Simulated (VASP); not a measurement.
# WF4 (W(F)4) in VASP: notebook

The runs below take WF4 (W(F)4) through single point, with PBE.

All numbers are computed with VASP 6.6.1; they aren't measurements. Logs are shortened: lines on timing, memory, paths and dates and some standing lists are left out, and cuts for length are marked.

## Step 1: The cell of the first run

The cell holds a molecule in a box, 5 atoms: a = 12.600 Å, b = 12.600 Å, c = 9.710 Å, α = 90.00°, β = 90.00°, γ = 90.00°.

## Step 2: Single point, PBE

INCAR

```
SYSTEM = WF4
PREC     = Accurate       ! precision mode
ENCUT    = 520            ! plane-wave cutoff, eV
EDIFF    = 1E-7           ! SCF threshold, eV
ISMEAR   = 0              ! smearing method
SIGMA    = 0.01           ! smearing width, eV
LREAL    = .FALSE.        ! projectors in reciprocal space
LASPH    = .TRUE.         ! aspherical terms in the spheres
NELM     = 60             ! most SCF steps
ALGO     = Normal         ! electronic algorithm
ISIF     = 2              ! what is computed and relaxed
LWAVE    = .FALSE.        ! write WAVECAR
LCHARG   = .FALSE.        ! write CHGCAR
GGA      = PE             ! functional
NBANDS   = 29             ! bands
```

KPOINTS

```
regular mesh
0
G
  1 1 1
  0 0 0
```

POSCAR

```
WF4
1.0
   12.6000000000      0.0000000000      0.0000000000
    0.0000000000     12.6000000000      0.0000000000
    0.0000000000      0.0000000000      9.7100000000
W F
1 4
Direct
    0.4998452400      0.4998452400      0.4998537600
    0.6425476200      0.4998452400      0.5362677700
    0.4998452400      0.6425476200      0.4634397500
    0.3571428600      0.4998452400      0.5362677700
    0.4998452400      0.3571428600      0.4634397500
```

Potentials or basis: VASP PAW PBE potentials, release 64 (W_sv, F).

Command:

```
$ cat potpaw_PBE.64/W_sv/POTCAR potpaw_PBE.64/F/POTCAR > POTCAR
$ mpirun -np 1 vasp_gam > vasp.out
```

OUTCAR:

```text
SYSTEM = WF4
   PREC = Accurate
   ENCUT = 520
   EDIFF = 1E-7
   ISMEAR = 0
   LREAL = .FALSE.
   LASPH = .TRUE.
   NELM = 60
   ISIF = 2
   GGA = PE

 ion  position               nearest neighbor table
   1  0.500  0.500  0.500-   4 1.83   5 1.83   2 1.83   3 1.83
   2  0.643  0.500  0.536-   1 1.83
   3  0.500  0.643  0.463-   1 1.83
   4  0.357  0.500  0.536-   1 1.83
   5  0.500  0.357  0.463-   1 1.83

  LATTYP: Found a simple tetragonal cell.
 ALAT       =    12.6000000000
 C/A-ratio  =     0.7706349206

  Lattice vectors:

 A1 = (  12.6000000000,   0.0000000000,   0.0000000000)
 A2 = (   0.0000000000,  12.6000000000,   0.0000000000)
 A3 = (   0.0000000000,   0.0000000000,   9.7100000000)

Analysis of symmetry for initial positions (statically):
=====================================================================
 Subroutine PRICEL returns:
 Original cell was already a primitive cell.

 Routine SETGRP: Setting up the symmetry group for a
 simple tetragonal supercell.

 Subroutine GETGRP returns: Found  8 space group operations
 (whereof  1 operations were pure point group operations)
 out of a pool of 16 trial point group operations.

The static configuration has the point symmetry C_1 .
 The point group associated with its full space group is D_2d.

Analysis of symmetry for dynamics (positions and initial velocities):
=====================================================================
 Subroutine PRICEL returns:
 Original cell was already a primitive cell.

 Routine SETGRP: Setting up the symmetry group for a
 simple tetragonal supercell.

 Subroutine GETGRP returns: Found  8 space group operations
 (whereof  1 operations were pure point group operations)
 out of a pool of 16 trial point group operations.

The dynamic configuration has the point symmetry C_1 .
 The point group associated with its full space group is D_2d.

 Subroutine INISYM returns: Found  8 space group operations
 (whereof  1 operations are pure point group operations),
 and found     1 'primitive' translations

----------------------------------------------------------------------------------------

                                     Primitive cell

  volume of cell :    1541.5596

  direct lattice vectors                    reciprocal lattice vectors
    12.600000000  0.000000000  0.000000000     0.079365079  0.000000000  0.000000000
     0.000000000 12.600000000  0.000000000     0.000000000  0.079365079  0.000000000
     0.000000000  0.000000000  9.710000000     0.000000000  0.000000000  0.102986612

  length of vectors
    12.600000000 12.600000000  9.710000000     0.079365079  0.079365079  0.102986612

  position of ions in fractional coordinates (direct lattice)
     0.499845240  0.499845240  0.499853760
     0.642547620  0.499845240  0.536267770
     0.499845240  0.642547620  0.463439750
     0.357142860  0.499845240  0.536267770
     0.499845240  0.357142860  0.463439750

  ion indices of the primitive-cell ions
   primitive index   ion index
                 1           1
                 2           2
                 3           3
                 4           4
                 5           5

----------------------------------------------------------------------------------------

 KPOINTS: regular mesh

Automatic generation of k-mesh.
 Grid dimensions read from file:
 generate k-points for:    1    1    1

 Generating k-lattice:

  Cartesian coordinates                     Fractional coordinates (reciprocal lattice)
     0.079365079  0.000000000  0.000000000     1.000000000  0.000000000  0.000000000
     0.000000000  0.079365079  0.000000000     0.000000000  1.000000000  0.000000000
     0.000000000  0.000000000  0.102986612     0.000000000  0.000000000  1.000000000

  Length of vectors
     0.079365079  0.079365079  0.102986612

  Shift w.r.t. Gamma in fractional coordinates (k-lattice)
     0.000000000  0.000000000  0.000000000

 Subroutine IBZKPT returns following result:
 ===========================================

 Found      1 irreducible k-points:

 Following reciprocal coordinates:
            Coordinates               Weight
  0.000000  0.000000  0.000000      1.000000
   k-points           NKPTS =      1   k-points in BZ     NKDIM =      1   number of bands    NBANDS=     29
   number of dos      NEDOS =    301   number of ions     NIONS =      5
   total plane-waves  NPLWV = 663552
   dimension x,y,z NGX =    96 NGY =   96 NGZ =   72
   dimension x,y,z NGXF=   192 NGYF=  192 NGZF=  144
   ions per type =               1   4
   NGX,Y,Z   is equivalent  to a cutoff of  12.67, 12.67, 12.33 a.u.
   NGXF,Y,Z  is equivalent  to a cutoff of  25.33, 25.33, 24.65 a.u.
 SYSTEM =  WF4
   PREC   = accura    normal or accurate (medium, high low for compatibility)
   ISTART =      0    job   : 0-new  1-cont  2-samecut
   ICHARG =      2    charge: 1-file 2-atom 10-const
   ISPIN  =      1    spin polarized calculation?
   LNONCOLLINEAR =      F non collinear calculations
   LSORBIT =      F    spin-orbit coupling
   LASPH  =      T    aspherical Exc in radial PAW
   ENCUT  =  520.0 eV  38.22 Ry    6.18 a.u.  23.43 23.43 18.05*2*pi/ulx,y,z
   NELM   =     60;   NELMIN=  2; NELMDL= -5     # of ELM steps
   EDIFF  = 0.1E-06   stopping-criterion for ELM
   LREAL  =      F    real-space projection
   EDIFFG = 0.1E-05   stopping-criterion for IOM
   NSW    =      0    number of steps for IOM
   IBRION =     -1    ionic relax: 0-MD 1-quasi-New 2-CG
   NFREE  =      0    steps in history (QN), initial steepest desc. (CG)
   ISIF   =      2    stress and relaxation
   ISYM   =      2    0-nonsym 1-usesym 2-fastsym
   POTIM  = 0.5000    time-step for ionic-motion
   TEBEG  =    0.0;   TEEND  =   0.0 temperature during run
   PSTRESS=    0.0 pullay stress
   NELECT =      42.0000    total number of electrons
   NUPDOWN=      -1.0000    fix difference up-down
   EMIN   =  10.00;   EMAX   =-10.00  energy-range for DOS
   EFERMI =   0.00;   METHOD = LEGACY
   ISMEAR =     0;   SIGMA  =   0.01  broadening in eV -4-tet -1-fermi 0-gaus
   EFERMI_NEDOS =   21; number of points for ismear=-14 and -15
   IALGO  =     38    algorithm
   IMIX   =      4    mixing-type and parameters
     AMIX     =   0.40;   BMIX     =  1.00
     AMIX_MAG =   1.60;   BMIX_MAG =  1.00
  volume/ion in A,a.u.               =     308.31      2080.59
  Fermi-wavevector in a.u.,A,eV,Ry     =   0.492611  0.930901  3.301672  0.242666
  Thomas-Fermi vector in A             =   1.496601
   LORBIT       =      0    0 simple, 1 ext, 2 COOP (PROOUT), +10 PAW based schemes
   GGA     = PE    functional components
   LHFCALC =     F    Hartree Fock is set to
   AEXX    =    0.0000 exact exchange contribution
   IVDW    =     0    specifies the selected vdW correction
   LEPSILON=     F    determine dielectric tensor
   LRPA    =     F    only Hartree local field effects (RPA)
 non-spin polarized calculation
 Gauss-broadening in eV      SIGMA  =   0.01
  energy-cutoff  :      520.00
  volume of cell :     1541.56
 maximum number of plane-waves:     20781
 NGX is ok and might be reduce to    96
   NGX = 47   NGY = 47   NGZ = 37

 number of electron      41.9999994 magnetization

 Free energy of the ion-electron system (eV)
  ---------------------------------------------------
  ext. energy  EPLUGINS =         0.00000000
  ---------------------------------------------------
  free energy    TOTEN  =       -30.55505106 eV

  energy without entropy =      -30.55505106  energy(sigma->0) =      -30.55505106

 E-fermi :  -5.3296     XC(G=0):  -0.8807

 val. band max:       -5.5332407484   @ k =   0.0000   0.0000   0.0000
 cond. band min:      -4.1064352719   @ k =   0.0000   0.0000   0.0000
 fundamental gap:      1.4268054764
 Fermi energy:        -5.3295956110

 k-point     1 :       0.0000    0.0000    0.0000
  band No.  band energies     occupation
      1     -81.6877      2.00000
      2     -46.3962      2.00000
      3     -46.3962      2.00000
      4     -45.1674      2.00000
      5     -30.4527      2.00000
      6     -30.3338      2.00000
      7     -29.5182      2.00000
      8     -29.5182      2.00000
      9     -13.4991      2.00000
     10     -12.9501      2.00000
     11     -12.8617      2.00000
     12     -11.9765      2.00000
     13     -11.9765      2.00000
     14     -11.1736      2.00000
     15     -11.1736      2.00000
     16     -11.1538      2.00000
     17     -10.9428      2.00000
     18     -10.7098      2.00000
     19     -10.7098      2.00000
     20     -10.2722      2.00000
     21      -5.5332      2.00000
     22      -4.1064      0.00000
     23      -4.1064      0.00000
     24      -3.8544      0.00000
     25      -0.4975      0.00000
     26      -0.3445      0.00000
     27       0.5273      0.00000
     28       0.5273      0.00000
     29       0.7502      0.00000

------------------------ aborting loop because EDIFF is reached ----------------------------------------

  FORCE on cell =-STRESS in cart. coord.  units (eV):
  Direction    XX          YY          ZZ          XY          YZ          ZX
  --------------------------------------------------------------------------------------
  -------------------------------------------------------------------------------------
  Total        1.9469136      1.9469136     -0.1086005      0.0000000      0.0000000      0.0000000
  in kB        2.0234708      2.0234708     -0.1128710      0.0000000      0.0000000      0.0000000
  external PRESSURE =       1.3113569 kB  Pullay stress =       0.0000000 kB

 VOLUME and BASIS-vectors are now :
 -----------------------------------------------------------------------------
  energy-cutoff  :      520.00
  volume of cell :     1541.56
      direct lattice vectors                 reciprocal lattice vectors
    12.600000000  0.000000000  0.000000000     0.079365079  0.000000000  0.000000000
     0.000000000 12.600000000  0.000000000     0.000000000  0.079365079  0.000000000
     0.000000000  0.000000000  9.710000000     0.000000000  0.000000000  0.102986612

 POSITION                                       TOTAL-FORCE (eV/Angst)
 -----------------------------------------------------------------------------------
      6.29805      6.29805      4.85358         0.000000      0.000000      0.000000
      8.09610      6.29805      5.20716         0.592810      0.000000      0.065539
      6.29805      8.09610      4.50000         0.000000      0.592810     -0.065539
      4.50000      6.29805      5.20716        -0.592810      0.000000      0.065539
      6.29805      4.50000      4.50000        -0.000000     -0.592810     -0.065539
 -----------------------------------------------------------------------------------
    total drift:                               -0.000049     -0.000053      0.000010

  FREE ENERGIE OF THE ION-ELECTRON SYSTEM (eV)
  ---------------------------------------------------
  free  energy   TOTEN  =       -30.5550510604 eV

  energy  without entropy=      -30.5550510604  energy(sigma->0) =      -30.55505106
```

Run time: 2.7 min. Hardware: 1 thread of Intel Xeon Platinum 8259CL at 2.50GHz (Skylake/Cascade Lake), shared host; peak memory 1.1 GiB.

Results:

| Quantity | Value |
| --- | --- |
| Free energy | -30.5551 eV |
| Largest force | 0.596 eV/Å |
| Gap between the frontier levels | 1.43 eV |

Forces in eV/Å, atoms in the order of the input:
```
W    0.000  0.000  0.000
F    0.593  0.000  0.066
F    0.000  0.593 -0.066
F   -0.593  0.000  0.066
F    0.000 -0.593 -0.066
```

Caveat: spin-orbit coupling is left out, which moves the levels of the heavy elements.

## Step 3: Single point, PBE, non-collinear spin, zero start, spin-orbit coupling

INCAR

```
PREC = Accurate ; ENCUT = 520
EDIFF = 1E-6 ; ISMEAR = 0
SIGMA = 0.01 ; LREAL = False
LASPH = True ; NELM = 150
ALGO = Normal ; ISIF = 2
LWAVE = False ; LCHARG = True
MAGMOM = 0 0 0 0 0 0 0 0 0 0 0 0 0 0 0 ; LORBIT = 11
LSORBIT = True ; GGA_COMPAT = False
LORBMOM = True ; LMAXMIX = 4
GGA = PE ; LVHAR = True
NBANDS = 57
```

KPOINTS

```
Automatic mesh
0
Gamma
  1 1 1
```

POSCAR is that of step 2.

Potentials or basis: VASP PAW PBE potentials, release 64 (W_sv, F).

Command:

```
$ cat potpaw_PBE.64/W_sv/POTCAR potpaw_PBE.64/F/POTCAR > POTCAR
$ mpirun -np 1 vasp_ncl > vasp.out
```

Wall time 15 min (1 thread of Intel Xeon Platinum 8259CL at 2.50GHz (Skylake/Cascade Lake), shared host); peak memory 3.4 GiB.

It converged, with:

| Quantity | Value |
| --- | --- |
| Free energy | -31.3722 eV |
| Largest force | 0.761 eV/Å |
| Net moment | 0.00 μB per cell |
| Valence electrons inside the program's atomic spheres | W 11.92; F 6.07 |

Forces in eV/Å, atoms in the order of the input:
```
W    0.000  0.000  0.000
F    0.754  0.000  0.105
F    0.000  0.754 -0.105
F   -0.754  0.000  0.105
F    0.000 -0.754 -0.105
```

Moments on the atoms (μB; x, y, z):
```
W   0.00 0.00 0.00
F   0.00 0.00 0.00
F   0.00 0.00 0.00
F   0.00 0.00 0.00
F   0.00 0.00 0.00
```
